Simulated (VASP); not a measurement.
# O (Im-3m) in VASP: further runs

Runs on O. Level: PBE. Tasks: relaxation of cell and atoms.

Program: VASP 6.6.1. These are calculated values, not measurements. Logs are shortened: lines on timing, memory, paths and dates and some standing lists are left out, and cuts for length are marked.

### Step 1. The cell of the first run

The structure is cubic, space group Im-3m (No. 229). The conventional cell has a = 2.394 Å, b = 2.394 Å, c = 2.394 Å, α = 90.00°, β = 90.00°, γ = 90.00°. Within 2.7 Å of O (site symmetry m-3m) lie 14 O at 2.07 to 2.39 Å.

### Step 2. Relaxation of cell and atoms, PBE, target pressure 26 GPa, at which the enthalpy is minimised

INCAR reads:

```
ALGO = Normal
EDIFF = 1E-6
EDIFFG = -0.005
ENCUT = 600
GGA = PE
IBRION = 2
ISIF = 3
ISMEAR = -1
LASPH = True
LCHARG = False
LREAL = False
LWAVE = False
NELM = 100
NSW = 32
PREC = Accurate
PSTRESS = 260.0
SIGMA = 0.05
```

KPOINTS reads:

```
k-points
0
Gamma
  20 20 20
```

POSCAR reads:

```
O
1.0
   -1.1970799086      1.1970799086      1.1970799086
    1.1970799086     -1.1970799086      1.1970799086
    1.1970799086      1.1970799086     -1.1970799086
O
1
Direct
    0.0000000000      0.0000000000      0.0000000000
```

Potentials or basis: VASP PAW PBE potentials, release 64 (O).

On the command line:

```sh
$ cat potpaw_PBE.64/O/POTCAR > POTCAR
$ mpirun -np 1 vasp_std > vasp.out
```

OUTCAR:

```text
EDIFF = 1E-6
   EDIFFG = -0.005
   ENCUT = 600
   GGA = PE
   IBRION = 2
   ISIF = 3
   ISMEAR = -1
   LASPH = True
   LREAL = False
   NELM = 100
   NSW = 32
   PREC = Accurate
   PSTRESS = 260.0

 ion  position               nearest neighbor table
   1  0.000  0.000  0.000-

  LATTYP: Found a body centered cubic cell.
 ALAT       =     2.3941598172

  Lattice vectors:

 A1 = (  -1.1970799086,   1.1970799086,   1.1970799086)
 A2 = (   1.1970799086,  -1.1970799086,   1.1970799086)
 A3 = (   1.1970799086,   1.1970799086,  -1.1970799086)

Analysis of symmetry for initial positions (statically):
=====================================================================
 Subroutine PRICEL returns:
 Original cell was already a primitive cell.

 Routine SETGRP: Setting up the symmetry group for a
 body centered cubic supercell.

 Subroutine GETGRP returns: Found 48 space group operations
 (whereof 48 operations were pure point group operations)
 out of a pool of 48 trial point group operations.

The static configuration has the point symmetry O_h .

Analysis of symmetry for dynamics (positions and initial velocities):
=====================================================================
 Subroutine PRICEL returns:
 Original cell was already a primitive cell.

 Routine SETGRP: Setting up the symmetry group for a
 body centered cubic supercell.

 Subroutine GETGRP returns: Found 48 space group operations
 (whereof 48 operations were pure point group operations)
 out of a pool of 48 trial point group operations.

The dynamic configuration has the point symmetry O_h .

 Subroutine INISYM returns: Found 48 space group operations
 (whereof 48 operations are pure point group operations),
 and found     1 'primitive' translations

----------------------------------------------------------------------------------------

                                     Primitive cell

  volume of cell :       6.8617

  direct lattice vectors                    reciprocal lattice vectors
    -1.197079909  1.197079909  1.197079909     0.000000000  0.417683061  0.417683061
     1.197079909 -1.197079909  1.197079909     0.417683061  0.000000000  0.417683061
     1.197079909  1.197079909 -1.197079909     0.417683061  0.417683061  0.000000000

  length of vectors
     2.073403222  2.073403222  2.073403222     0.590693049  0.590693049  0.590693049

  position of ions in fractional coordinates (direct lattice)
     0.000000000  0.000000000  0.000000000

  ion indices of the primitive-cell ions
   primitive index   ion index
                 1           1

----------------------------------------------------------------------------------------

 KPOINTS: k-points

Automatic generation of k-mesh.
 Grid dimensions read from file:
 generate k-points for:   20   20   20

 Generating k-lattice:

  Cartesian coordinates                     Fractional coordinates (reciprocal lattice)
     0.000000000  0.020884153  0.020884153     0.050000000  0.000000000  0.000000000
     0.020884153  0.000000000  0.020884153     0.000000000  0.050000000  0.000000000
     0.020884153  0.020884153  0.000000000     0.000000000  0.000000000  0.050000000

  Length of vectors
     0.029534652  0.029534652  0.029534652

  Shift w.r.t. Gamma in fractional coordinates (k-lattice)
     0.000000000  0.000000000  0.000000000

 Subroutine IBZKPT returns following result:
 ===========================================

 Found    256 irreducible k-points:

 Following reciprocal coordinates:
            Coordinates               Weight
  0.000000  0.000000  0.000000      1.000000
  0.050000  0.000000  0.000000     12.000000
  0.100000  0.000000  0.000000     12.000000
  0.150000  0.000000  0.000000     12.000000
  0.200000  0.000000  0.000000     12.000000
  0.250000  0.000000  0.000000     12.000000
[... 16 lines left out ...]
  0.200000  0.100000 -0.000000     48.000000
  0.250000  0.100000 -0.000000     48.000000
 [... further k-points ...]
   k-points           NKPTS =    256   k-points in BZ     NKDIM =    256   number of bands    NBANDS=      7
   number of dos      NEDOS =    301   number of ions     NIONS =      1
   total plane-waves  NPLWV =   5832
   dimension x,y,z NGX =    18 NGY =   18 NGZ =   18
   dimension x,y,z NGXF=    36 NGYF=   36 NGZF=   36
   ions per type =               1
   NGX,Y,Z   is equivalent  to a cutoff of  14.43, 14.43, 14.43 a.u.
   NGXF,Y,Z  is equivalent  to a cutoff of  28.86, 28.86, 28.86 a.u.
 SYSTEM =  unknown system
   PREC   = accura    normal or accurate (medium, high low for compatibility)
   ISTART =      0    job   : 0-new  1-cont  2-samecut
   ICHARG =      2    charge: 1-file 2-atom 10-const
   ISPIN  =      1    spin polarized calculation?
   LNONCOLLINEAR =      F non collinear calculations
   LSORBIT =      F    spin-orbit coupling
   LASPH  =      T    aspherical Exc in radial PAW
   ENCUT  =  600.0 eV  44.10 Ry    6.64 a.u.   4.14  4.14  4.14*2*pi/ulx,y,z
   NELM   =    100;   NELMIN=  2; NELMDL= -5     # of ELM steps
   EDIFF  = 0.1E-05   stopping-criterion for ELM
   LREAL  =      F    real-space projection
   EDIFFG = -.5E-02   stopping-criterion for IOM
   NSW    =     32    number of steps for IOM
   IBRION =      2    ionic relax: 0-MD 1-quasi-New 2-CG
   NFREE  =      1    steps in history (QN), initial steepest desc. (CG)
   ISIF   =      3    stress and relaxation
   ISYM   =      2    0-nonsym 1-usesym 2-fastsym
   POTIM  = 0.5000    time-step for ionic-motion
   TEBEG  =    0.0;   TEEND  =   0.0 temperature during run
   PSTRESS=  260.0 pullay stress
   NELECT =       6.0000    total number of electrons
   NUPDOWN=      -1.0000    fix difference up-down
   EMIN   =  10.00;   EMAX   =-10.00  energy-range for DOS
   EFERMI =   0.00;   METHOD = LEGACY
   ISMEAR =    -1;   SIGMA  =   0.05  broadening in eV -4-tet -1-fermi 0-gaus
   EFERMI_NEDOS =   21; number of points for ismear=-14 and -15
   IALGO  =     38    algorithm
   IMIX   =      4    mixing-type and parameters
     AMIX     =   0.40;   BMIX     =  1.00
     AMIX_MAG =   1.60;   BMIX_MAG =  1.00
  volume/ion in A,a.u.               =       6.86        46.30
  Fermi-wavevector in a.u.,A,eV,Ry     =   1.565485  2.958337 33.344366  2.450742
  Thomas-Fermi vector in A             =   2.667954
   LORBIT       =      0    0 simple, 1 ext, 2 COOP (PROOUT), +10 PAW based schemes
   GGA     = PE    functional components
   LHFCALC =     F    Hartree Fock is set to
   AEXX    =    0.0000 exact exchange contribution
   IVDW    =     0    specifies the selected vdW correction
   LEPSILON=     F    determine dielectric tensor
   LRPA    =     F    only Hartree local field effects (RPA)
 conjugate gradient relaxation of ions
 non-spin polarized calculation
  energy-cutoff  :      600.00
  volume of cell :        6.86
 maximum number of plane-waves:       240
 NGX is ok and might be reduce to    18
   NGX =  9   NGY =  9   NGZ =  9

--------------------------------------- Ionic step        1  -------------------------------------------

 number of electron       6.0000002 magnetization

 Free energy of the ion-electron system (eV)
  ---------------------------------------------------
  ext. energy  EPLUGINS =         0.00000000
  ---------------------------------------------------
  free energy    TOTEN  =        -2.41354896 eV

  energy without entropy =       -2.40798308  energy(sigma->0) =       -2.41076602

------------------------ aborting loop because EDIFF is reached ----------------------------------------

  FORCE on cell =-STRESS in cart. coord.  units (eV):
  Direction    XX          YY          ZZ          XY          YZ          ZX
  --------------------------------------------------------------------------------------
  -------------------------------------------------------------------------------------
  Total        1.0868694      1.0868694      1.0868694      0.0000000     -0.0000000      0.0000000
  in kB      253.7806652    253.7806652    253.7806652      0.0000000     -0.0000000      0.0000000
  external PRESSURE =      -6.2193348 kB  Pullay stress =     260.0000000 kB
[... 59 lines left out ...]
  enthalpy is  TOTEN    =        -1.3000699852 eV   P V=        1.1092180698

--------------------------------------- Ionic step        3  -------------------------------------------

 number of electron       6.0000002 magnetization

 Free energy of the ion-electron system (eV)
  ---------------------------------------------------
  ext. energy  EPLUGINS =         0.00000000
  ---------------------------------------------------
  free energy    TOTEN  =        -2.41082281 eV

  energy without entropy =       -2.40525637  energy(sigma->0) =       -2.40803959

 E-fermi :   4.0075     XC(G=0): -12.9707

 val. band max:        4.0067237339   @ k =   0.3000   0.0500   0.0500
 cond. band min:       4.0271468304   @ k =   0.2000   0.1000   0.1000
 fundamental gap:      0.0204230964
 Fermi energy:         4.0075165921

 k-point     1 :       0.0000    0.0000    0.0000
  band No.  band energies     occupation
      1     -18.9100      2.00000
      2       6.2663      0.00000
      3       6.2663      0.00000
      4       6.2663      0.00000
      5      25.2628      0.00000
      6      42.0727      0.00000
      7      42.0727      0.00000
[... 221 lines left out ...]
 k-point    24 :       0.2500    0.1000   -0.0000
  band No.  band energies     occupation
      1     -15.6334      2.00000
      2       0.1470      2.00000
      3       4.2471      0.01646
      4       5.6679      0.00000
      5      27.3874      0.00000
      6      31.3894      0.00000
      7      33.5468      0.00000

 [... further k-points ...]

------------------------ aborting loop because EDIFF is reached ----------------------------------------

  FORCE on cell =-STRESS in cart. coord.  units (eV):
  Direction    XX          YY          ZZ          XY          YZ          ZX
  --------------------------------------------------------------------------------------
  -------------------------------------------------------------------------------------
  Total        1.1101977      1.1101977      1.1101977     -0.0000000     -0.0000000      0.0000000
  in kB      259.8724246    259.8724246    259.8724246     -0.0000000     -0.0000000      0.0000000
  external PRESSURE =      -0.1275754 kB  Pullay stress =     260.0000000 kB
[... 16 lines left out ...]
  FREE ENERGIE OF THE ION-ELECTRON SYSTEM (eV)
  ---------------------------------------------------
  free  energy   TOTEN  =        -2.4108228122 eV

  energy  without entropy=       -2.4052563714  energy(sigma->0) =       -2.40803959

  enthalpy is  TOTEN    =        -1.3000800836 eV   P V=        1.1107427286

 reached required accuracy - stopping structural energy minimisation
```

It took 13 s on 1 thread of AMD EPYC 9R45 (Zen 5), shared host; peak memory 0.09 GiB.

What came out:

- Free energy: -2.4108 eV
- Relaxed volume: 6.84 Å³/atom
- Relaxed cell: a = 2.072 Å, b = 2.072 Å, c = 2.072 Å, α = 109.47°, β = 109.47°, γ = 109.47°
- Space group after relaxing (to 0.1 Å): Im-3m (No. 229)
- Energy change on relaxing (the run minimises the enthalpy): +2.7 meV/atom
- Ionic steps: 3
- Pressure after relaxing: 26.0 GPa
- Band gap on the k mesh: zero (bands 3 and 4 overlap by 6.02 eV)

Step by step:
```tsv
step	energy change (eV)	largest force (eV/Å)	pressure (GPa)	volume (Å³)
1	0.0000	0.0000	25.38	6.86
2	0.0043	0.0000	26.35	6.84
3	0.0027	0.0000	25.99	6.84
```

Final structure:
```xyz
1
Lattice="-1.1961 1.1961 1.1961 1.1961 -1.1961 1.1961 1.1961 1.1961 -1.1961" Properties=species:S:1:pos:R:3 pbc="T T T"
O     0.0000    0.0000    0.0000
```

Levels at points of the mesh, in eV from the Fermi level:
```
           k point  band 1  band 2  band 3  band 4  band 5  band 6
(0.00, 0.00, 0.00)  -22.92    2.26    2.26    2.26   21.26   38.07
(0.50, 0.00, 0.00)  -17.09   -7.99   -0.18    1.80   20.99   28.07
(0.50, 0.50, 0.50)  -13.68   -3.52   -3.52   -3.52   17.52   17.52
```

Caveat: the cell is relaxed towards a set pressure, so the run minimises the enthalpy, not the energy.

### Step 3. Relaxation of cell and atoms, PBE, target pressure 26 GPa, at which the enthalpy is minimised

This run uses another cell than the first one, of 7.00 Å³/atom.

INCAR reads:

```
ALGO = Normal ; EDIFF = 1E-7
EDIFFG = -0.005 ; ENCUT = 600
GGA = PE ; IBRION = 2
ISIF = 3 ; ISMEAR = -1
LASPH = True ; LCHARG = False
LREAL = False ; LWAVE = False
NELM = 100 ; NSW = 60
PREC = Accurate ; PSTRESS = 260.0
SIGMA = 0.05
```

KPOINTS is that of step 2.

POSCAR reads:

```
O
1.0
   -1.2050779839      1.2050779839      1.2050779839
    1.2050779839     -1.2050779839      1.2050779839
    1.2050779839      1.2050779839     -1.2050779839
O
1
Direct
    0.0000000000      0.0000000000      0.0000000000
```

Potentials or basis: VASP PAW PBE potentials, release 64 (O).

On the command line:

```sh
$ cat potpaw_PBE.64/O/POTCAR > POTCAR
$ mpirun -np 1 vasp_std > vasp.out
```

Wall time 19 s (1 thread of AMD EPYC 9R45 (Zen 5), shared host); peak memory 0.09 GiB.

It converged, with:

```
Free energy                                                : -2.4111 eV
Relaxed volume                                             : 6.84 Å³/atom
Relaxed cell                                               : a = 2.072 Å, b = 2.072 Å, c = 2.072 Å, α = 109.47°, β = 109.47°, γ = 109.47°
Space group after relaxing (to 0.1 Å)                      : Im-3m (No. 229)
Energy change on relaxing (the run minimises the enthalpy) : +22.6 meV/atom
Ionic steps                                                : 3
Pressure after relaxing                                    : 26.0 GPa
Band gap on the k mesh                                     : zero (bands 3 and 4 overlap by 6.02 eV)
```

The path:
| step | energy change (eV) | largest force (eV/Å) | pressure (GPa) | volume (Å³) |
| --- | --- | --- | --- | --- |
| 1 | 0.0000 | 0.0000 | 20.26 | 7.00 |
| 2 | 0.0390 | 0.0000 | 29.77 | 6.75 |
| 3 | 0.0226 | 0.0000 | 26.00 | 6.84 |

Final structure:
```cif
data_structure
_symmetry_space_group_name_H-M 'P 1'
_symmetry_Int_Tables_number 1
_cell_length_a 2.0715
_cell_length_b 2.0715
_cell_length_c 2.0715
_cell_angle_alpha 109.471
_cell_angle_beta 109.471
_cell_angle_gamma 109.471
_cell_volume 6.84
loop_
_atom_site_label
_atom_site_type_symbol
_atom_site_fract_x
_atom_site_fract_y
_atom_site_fract_z
_atom_site_occupancy
O1 O 0.00000 0.00000 0.00000 1
```

Levels at points of the mesh, in eV from the Fermi level:
```tsv
k point	band 1	band 2	band 3	band 4	band 5	band 6	band 7
(0.00, 0.00, 0.00)	-22.92	2.26	2.26	2.26	21.26	38.07	38.07
(0.50, 0.00, 0.00)	-17.09	-7.99	-0.18	1.80	20.99	28.07	28.69
(0.50, 0.50, 0.50)	-13.68	-3.52	-3.52	-3.52	17.52	17.52	39.20
```

Caveat: the cell is relaxed towards a set pressure, so the run minimises the enthalpy, not the energy.

The gap in the log of VASP goes by the Fermi energy; the results here count the filled bands.